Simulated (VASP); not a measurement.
Write the native input for VASP 6.6.1 that does the following.

```
Task                   : single point
Functional             : PBE
Potentials or basis    : VASP PAW PBE potentials, release 64 (B)
Cutoff                 : 520 eV
k mesh                 : 25 × 25 × 25
Occupations            : fermi-dirac, width 0.08 eV
Spin                   : no spin polarisation
Dipole correction      : no
Further INCAR settings : ALGO = Normal; EDIFF = 1e-07; NBANDS = 8
```

The structure of B lies in POSCAR:

```
B
1.0
   -1.0573751238      1.0573751238      1.0573751238
    1.0573751238     -1.0573751238      1.0573751238
    1.0573751238      1.0573751238     -1.0573751238
B
1
Direct
    0.0000000000      0.0000000000      0.0000000000
```

These files were run (other wordings do the same):

INCAR

```
SYSTEM = B
  PREC = Accurate
  ENCUT = 520
  EDIFF = 1E-7
  ISMEAR = -1
  SIGMA = 0.08
  LREAL = .FALSE.
  LASPH = .TRUE.
  NELM = 80
  ALGO = Normal
  ISIF = 2
  LWAVE = .FALSE.
  LCHARG = .FALSE.
  GGA = PE
  NBANDS = 8
```

KPOINTS

```
Automatic mesh
0
G
  25 25 25
  0 0 0
```

Potentials or basis: VASP PAW PBE potentials, release 64 (B).

The run is started by

```bash
$ cat potpaw_PBE.64/B/POTCAR > POTCAR
$ mpirun -np 1 vasp_std > vasp.out
```

Results of the run:

| Quantity | Value |
| --- | --- |
| Pressure | 100.0 GPa |

Run time: 4.8 s on 1 thread of Intel(R) Xeon(R) 6975P-C (Granite Rapids) (shared host), peak memory 0.11 GiB.
